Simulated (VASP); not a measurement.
# Ir4O in VASP: notebook

The runs below take Ir4O through single point, with PBE.

All numbers are computed with VASP 6.6.1; they aren't measurements. Logs are shortened: lines on timing, memory, paths and dates and some standing lists are left out, and cuts for length are marked.

### 1 The cell of the first run

The cell holds a slab with vacuum, 5 atoms: a = 2.737 Å, b = 3.870 Å, c = 19.460 Å, α = 90.00°, β = 90.00°, γ = 90.00°.

### 2 Single point, PBE

INCAR reads:

```
SYSTEM = Ir4O
ALGO = Normal
DIPOL = 0.5 0.5 0.347
EDIFF = 1E-7
ENCUT = 520
GGA = PE
IDIPOL = 3
ISIF = 2
ISMEAR = 0
LASPH = .True.
LCHARG = .True.
LDIPOL = .True.
LELF = .True.
LREAL = .False.
LVACPOTAV = .True.
LVHAR = .True.
LWAVE = .False.
NBANDS = 29
NELM = 100
PREC = Accurate
SIGMA = 0.1
```

KPOINTS reads:

```
k-points
0
Gamma
  10 7 1
  0 0 0
```

POSCAR reads:

```
Ir4O
1.0
    2.7367600872      0.0000000000      0.0000000000
    0.0000000000      3.8703632323      0.0000000000
    0.0000000000      0.0000000000     19.4599433740
Ir O
4 1
Direct
    0.5000000000      0.5000000000      0.2055504440
    0.0000000000      0.0000000000      0.2758682253
    0.5000000000      0.5000000000      0.3454282602
    0.0000000000      0.0000000000      0.4090424736
    0.0000000000      0.0000000000      0.4981611838
```

Potentials or basis: VASP PAW PBE potentials, release 64 (Ir, O).

Run with:

```console
$ cat potpaw_PBE.64/Ir/POTCAR potpaw_PBE.64/O/POTCAR > POTCAR
$ mpirun -np 1 vasp_std > vasp.out
```

OUTCAR:

```text
SYSTEM = Ir4O
   EDIFF = 1E-7
   ENCUT = 520
   GGA = PE
   ISIF = 2
   ISMEAR = 0
   LASPH = .True.
   LREAL = .False.
   NELM = 100
   PREC = Accurate

 ion  position               nearest neighbor table
   1  0.500  0.500  0.206-   3 2.72   2 2.74   2 2.74   2 2.74   2 2.74
   2  0.000  0.000  0.276-   4 2.59   3 2.73   3 2.73   3 2.73   3 2.73   1 2.74   1 2.74   1 2.74
                             1 2.74
   3  0.500  0.500  0.345-   4 2.67   4 2.67   4 2.67   4 2.67   1 2.72   2 2.73   2 2.73   2 2.73
                             2 2.73
   4  0.000  0.000  0.409-   5 1.73   2 2.59   3 2.67   3 2.67   3 2.67   3 2.67
   5  0.000  0.000  0.498-   4 1.73

  LATTYP: Found a simple orthorhombic cell.
 ALAT       =     2.7367600872
 B/A-ratio  =     1.4142135624
 C/A-ratio  =     7.1105770159

  Lattice vectors:

 A1 = (   2.7367600872,   0.0000000000,   0.0000000000)
 A2 = (   0.0000000000,   3.8703632323,   0.0000000000)
 A3 = (   0.0000000000,   0.0000000000,  19.4599433740)

Analysis of symmetry for initial positions (statically):
=====================================================================
 Subroutine PRICEL returns:
 Original cell was already a primitive cell.

 Routine SETGRP: Setting up the symmetry group for a
 simple orthorhombic supercell.

 Subroutine GETGRP returns: Found  4 space group operations
 (whereof  4 operations were pure point group operations)
 out of a pool of  8 trial point group operations.

The static configuration has the point symmetry C_2v.

Analysis of symmetry for dynamics (positions and initial velocities):
=====================================================================
 Subroutine PRICEL returns:
 Original cell was already a primitive cell.

 Routine SETGRP: Setting up the symmetry group for a
 simple orthorhombic supercell.

 Subroutine GETGRP returns: Found  4 space group operations
 (whereof  4 operations were pure point group operations)
 out of a pool of  8 trial point group operations.

The dynamic configuration has the point symmetry C_2v.

 Subroutine INISYM returns: Found  4 space group operations
 (whereof  4 operations are pure point group operations),
 and found     1 'primitive' translations

----------------------------------------------------------------------------------------

                                     Primitive cell

  volume of cell :     206.1247

  direct lattice vectors                    reciprocal lattice vectors
     2.736760087  0.000000000  0.000000000     0.365395566  0.000000000  0.000000000
     0.000000000  3.870363232  0.000000000     0.000000000  0.258373682  0.000000000
     0.000000000  0.000000000 19.459943374     0.000000000  0.000000000  0.051387611

  length of vectors
     2.736760087  3.870363232 19.459943374     0.365395566  0.258373682  0.051387611

  position of ions in fractional coordinates (direct lattice)
     0.500000000  0.500000000  0.205550444
     0.000000000  0.000000000  0.275868225
     0.500000000  0.500000000  0.345428260
     0.000000000  0.000000000  0.409042474
     0.000000000  0.000000000  0.498161184

  ion indices of the primitive-cell ions
   primitive index   ion index
                 1           1
                 2           2
                 3           3
                 4           4
                 5           5

----------------------------------------------------------------------------------------

 KPOINTS: k-points

Automatic generation of k-mesh.
 Grid dimensions read from file:
 generate k-points for:   10    7    1

 Generating k-lattice:

  Cartesian coordinates                     Fractional coordinates (reciprocal lattice)
     0.036539557  0.000000000  0.000000000     0.100000000  0.000000000  0.000000000
     0.000000000  0.036910526  0.000000000     0.000000000  0.142857143  0.000000000
     0.000000000  0.000000000  0.051387611     0.000000000  0.000000000  1.000000000

  Length of vectors
     0.036539557  0.036910526  0.051387611

  Shift w.r.t. Gamma in fractional coordinates (k-lattice)
     0.000000000  0.000000000  0.000000000

 Subroutine IBZKPT returns following result:
 ===========================================

 Found     24 irreducible k-points:

 Following reciprocal coordinates:
            Coordinates               Weight
  0.000000  0.000000  0.000000      1.000000
  0.100000  0.000000  0.000000      2.000000
  0.200000  0.000000  0.000000      2.000000
  0.300000  0.000000  0.000000      2.000000
  0.400000  0.000000  0.000000      2.000000
  0.500000  0.000000  0.000000      1.000000
[... 16 lines left out ...]
  0.400000  0.428571  0.000000      4.000000
  0.500000  0.428571  0.000000      2.000000
   k-points           NKPTS =     24   k-points in BZ     NKDIM =     24   number of bands    NBANDS=     29
   number of dos      NEDOS =    301   number of ions     NIONS =      5
   total plane-waves  NPLWV =  90000
   dimension x,y,z NGX =    20 NGY =   30 NGZ =  150
   dimension x,y,z NGXF=    40 NGYF=   60 NGZF=  300
   ions per type =               4   1
   NGX,Y,Z   is equivalent  to a cutoff of  12.15, 12.89, 12.81 a.u.
   NGXF,Y,Z  is equivalent  to a cutoff of  24.30, 25.77, 25.63 a.u.
 SYSTEM =  Ir4O
   PREC   = accura    normal or accurate (medium, high low for compatibility)
   ISTART =      0    job   : 0-new  1-cont  2-samecut
   ICHARG =      2    charge: 1-file 2-atom 10-const
   ISPIN  =      1    spin polarized calculation?
   LNONCOLLINEAR =      F non collinear calculations
   LSORBIT =      F    spin-orbit coupling
   LASPH  =      T    aspherical Exc in radial PAW
   ENCUT  =  520.0 eV  38.22 Ry    6.18 a.u.   5.09  7.20 36.18*2*pi/ulx,y,z
   NELM   =    100;   NELMIN=  2; NELMDL= -5     # of ELM steps
   EDIFF  = 0.1E-06   stopping-criterion for ELM
   LREAL  =      F    real-space projection
   EDIFFG = 0.1E-05   stopping-criterion for IOM
   NSW    =      0    number of steps for IOM
   IBRION =     -1    ionic relax: 0-MD 1-quasi-New 2-CG
   NFREE  =      0    steps in history (QN), initial steepest desc. (CG)
   ISIF   =      2    stress and relaxation
   ISYM   =      2    0-nonsym 1-usesym 2-fastsym
   POTIM  = 0.5000    time-step for ionic-motion
   TEBEG  =    0.0;   TEEND  =   0.0 temperature during run
   PSTRESS=    0.0 pullay stress
   NELECT =      42.0000    total number of electrons
   NUPDOWN=      -1.0000    fix difference up-down
   EMIN   =  10.00;   EMAX   =-10.00  energy-range for DOS
   EFERMI =   0.00;   METHOD = LEGACY
   ISMEAR =     0;   SIGMA  =   0.10  broadening in eV -4-tet -1-fermi 0-gaus
   EFERMI_NEDOS =   21; number of points for ismear=-14 and -15
   IALGO  =     38    algorithm
   IMIX   =      4    mixing-type and parameters
     AMIX     =   0.40;   BMIX     =  1.00
     AMIX_MAG =   1.60;   BMIX_MAG =  1.00
  volume/ion in A,a.u.               =      41.22       278.20
  Fermi-wavevector in a.u.,A,eV,Ry     =   0.963344  1.820456 12.626629  0.928031
  Thomas-Fermi vector in A             =   2.092881
   LORBIT       =      0    0 simple, 1 ext, 2 COOP (PROOUT), +10 PAW based schemes
   GGA     = PE    functional components
   LHFCALC =     F    Hartree Fock is set to
   AEXX    =    0.0000 exact exchange contribution
   IVDW    =     0    specifies the selected vdW correction
   LEPSILON=     F    determine dielectric tensor
   LRPA    =     F    only Hartree local field effects (RPA)
 non-spin polarized calculation
 Gauss-broadening in eV      SIGMA  =   0.10
  energy-cutoff  :      520.00
  volume of cell :      206.12
 maximum number of plane-waves:      5602
   NGX = 11   NGY = 15   NGZ = 73

 dipolmoment           0.000000      0.000000     -0.020808 electrons x Angstroem

 number of electron      41.9999996 magnetization

 dipolmoment           0.000000      0.000000      0.131693 electrons x Angstroem

 Free energy of the ion-electron system (eV)
  ---------------------------------------------------
  ext. energy  EPLUGINS =         0.00000000
  ---------------------------------------------------
  free energy    TOTEN  =       -37.81945779 eV

  energy without entropy =      -37.78134190  energy(sigma->0) =      -37.80039985

 E-fermi :  -1.2591     XC(G=0):  -5.3530

 val. band max:       -1.2889842315   @ k =   0.1000   0.2857   0.0000
 cond. band min:      -1.2549505678   @ k =   0.1000   0.1429   0.0000
 fundamental gap:      0.0340336637
 Fermi energy:        -1.2590972919

 k-point     1 :       0.0000    0.0000    0.0000
  band No.  band energies     occupation
      1     -20.1204      2.00000
      2     -10.9027      2.00000
      3      -8.3446      2.00000
      4      -8.0947      2.00000
      5      -7.9156      2.00000
      6      -6.7620      2.00000
[... 21 lines left out ...]
     28       3.1247      0.00000
     29       3.9878      0.00000

 k-point     2 :       0.1000    0.0000    0.0000
  band No.  band energies     occupation
      1     -20.0813      2.00000
      2     -10.6336      2.00000
      3      -8.1383      2.00000
      4      -7.8955      2.00000
      5      -7.7085      2.00000
      6      -6.8329      2.00000
[... 21 lines left out ...]
     28       4.0683      0.00000
     29       4.1659      0.00000

 k-point     3 :       0.2000    0.0000    0.0000
  band No.  band energies     occupation
      1     -19.9771      2.00000
      2      -9.9241      2.00000
      3      -7.8930      2.00000
      4      -7.4471      2.00000
      5      -7.1886      2.00000
      6      -7.0793      2.00000
[... 21 lines left out ...]
     28       4.6810      0.00000
     29       5.5231      0.00000

 k-point     4 :       0.3000    0.0000    0.0000
  band No.  band energies     occupation
      1     -19.8438      2.00000
      2      -9.1344      2.00000
      3      -7.8254      2.00000
      4      -7.6529      2.00000
      5      -7.2456      2.00000
      6      -6.9624      2.00000
[... 597 lines left out ...]
     28       3.5913      0.00000
     29       4.9247      0.00000

 k-point    23 :       0.4000    0.4286    0.0000
  band No.  band energies     occupation
      1     -19.7162      2.00000
      2      -8.3078      2.00000
      3      -7.9038      2.00000
      4      -7.6307      2.00000
      5      -6.7735      2.00000
      6      -6.4069      2.00000
[... 21 lines left out ...]
     28       4.6315      0.00000
     29       6.2327      0.00000

 k-point    24 :       0.5000    0.4286    0.0000
  band No.  band energies     occupation
      1     -19.6736      2.00000
      2      -8.3787      2.00000
      3      -8.0470      2.00000
      4      -7.7823      2.00000
      5      -6.6821      2.00000
      6      -6.4329      2.00000
[... 21 lines left out ...]
     28       4.9202      0.00000
     29       5.4845      0.00000

------------------------ aborting loop because EDIFF is reached ----------------------------------------

  FORCE on cell =-STRESS in cart. coord.  units (eV):
  Direction    XX          YY          ZZ          XY          YZ          ZX
  --------------------------------------------------------------------------------------
  -------------------------------------------------------------------------------------
  Total       -3.8824302     -3.5496492      3.3884676      0.0000000      0.0000000      0.0000000
  in kB      -30.1775662    -27.5909078     26.3380668      0.0000000      0.0000000      0.0000000
  external PRESSURE =     -10.4768024 kB  Pullay stress =       0.0000000 kB

 VOLUME and BASIS-vectors are now :
 -----------------------------------------------------------------------------
  energy-cutoff  :      520.00
  volume of cell :      206.12
      direct lattice vectors                 reciprocal lattice vectors
     2.736760087  0.000000000  0.000000000     0.365395566  0.000000000  0.000000000
     0.000000000  3.870363232  0.000000000     0.000000000  0.258373682  0.000000000
     0.000000000  0.000000000 19.459943374     0.000000000  0.000000000  0.051387611

 POSITION                                       TOTAL-FORCE (eV/Angst)
 -----------------------------------------------------------------------------------
      1.36838      1.93518      4.00000         0.000000      0.000000      0.897740
      0.00000      0.00000      5.36838         0.000000      0.000000     -2.193249
      1.36838      1.93518      6.72201         0.000000      0.000000     -0.031181
      0.00000      0.00000      7.95994         0.000000      0.000000      0.595376
      0.00000      0.00000      9.69419         0.000000      0.000000      0.731313
 -----------------------------------------------------------------------------------
    total drift:                               -0.000000      0.000000     -0.000344

  FREE ENERGIE OF THE ION-ELECTRON SYSTEM (eV)
  ---------------------------------------------------
  free  energy   TOTEN  =       -37.8194577931 eV

  energy  without entropy=      -37.7813419029  energy(sigma->0) =      -37.80039985

 vacuum level on the upper side and lower side of the slab         5.987         3.737
```

It took 2.7 min on 1 thread of AMD EPYC 9R45 (Zen 5), shared host; peak memory 0.33 GiB.

What came out:

* Free energy: -37.8195 eV
* Largest force: 2.193 eV/Å
* Band gap on the k mesh: zero (band 21 reaches -0.49 eV, above the bottom of band 22 at -1.52 eV)

Forces in eV/Å, atoms in the order of the input:
```
Ir   0.000  0.000  0.898
Ir   0.000  0.000 -2.193
Ir   0.000  0.000 -0.031
Ir   0.000  0.000  0.595
O    0.000  0.000  0.731
```

Levels at points of the mesh, in eV from the Fermi level:
```
           k point  band 19  band 20  band 21  band 22  band 23  band 24
(0.00, 0.00, 0.00)    -1.31    -0.93     0.01     0.09     0.12     0.41
(0.50, 0.00, 0.00)     0.27     0.31     0.61     1.03     1.14     1.80
```

Caveat: spin-orbit coupling is left out, which moves the levels of the heavy elements.

### 3 Single point, PBE

INCAR reads:

```
ALGO = Normal
DIPOL = 0.5 0.5 0.338
EDIFF = 1E-6
ENCUT = 520
GGA = PE
IDIPOL = 3
ISIF = 2
ISMEAR = 0
LASPH = T
LCHARG = F
LDIPOL = T
LREAL = F
LWAVE = F
NBANDS = 29
NELM = 60
PREC = Accurate
SIGMA = 0.1
```

KPOINTS reads:

```
k-points
0
Gamma
  10 7 1
```

POSCAR, as its differences from that of step 2:

```diff
@@ -12,2 +12,2 @@
     0.0000000000      0.0000000000      0.4090424736
-    0.0000000000      0.0000000000      0.4981611838
+    0.0000000000      0.5000000000      0.4540610167
```

Potentials or basis: VASP PAW PBE potentials, release 64 (Ir, O).

Run with:

```console
$ cat potpaw_PBE.64/Ir/POTCAR potpaw_PBE.64/O/POTCAR > POTCAR
$ mpirun -np 1 vasp_std > vasp.out
```

Wall time 2.2 min (1 thread of AMD EPYC 9R45 (Zen 5), shared host); peak memory 0.33 GiB.

Results (log left out):

```
Free energy            : -36.9644 eV
Largest force          : 1.890 eV/Å
Band gap on the k mesh : zero (band 21 reaches -0.34 eV, above the bottom of band 22 at -1.20 eV)
```

Forces on the atoms (eV/Å):
```
Ir   0.000  0.000  1.630
Ir   0.000  0.000 -1.890
Ir   0.000  0.000 -1.484
Ir   0.000  0.000  1.702
O    0.000  0.000  0.042
```

Levels at points of the mesh, in eV from the Fermi level:
```tsv
k point	band 17	band 18	band 19	band 20	band 21	band 22	band 23	band 24	band 25	band 26
(0.00, 0.00, 0.00)	-1.83	-1.30	-1.19	-0.53	-0.52	0.05	0.70	0.78	0.88	1.20
(0.50, 0.00, 0.00)	-0.20	-0.02	0.18	0.31	0.60	0.93	1.02	1.88	2.80	2.97
```

Caveat: spin-orbit coupling is left out, which moves the levels of the heavy elements.

(Continued in part 2 of 2.)
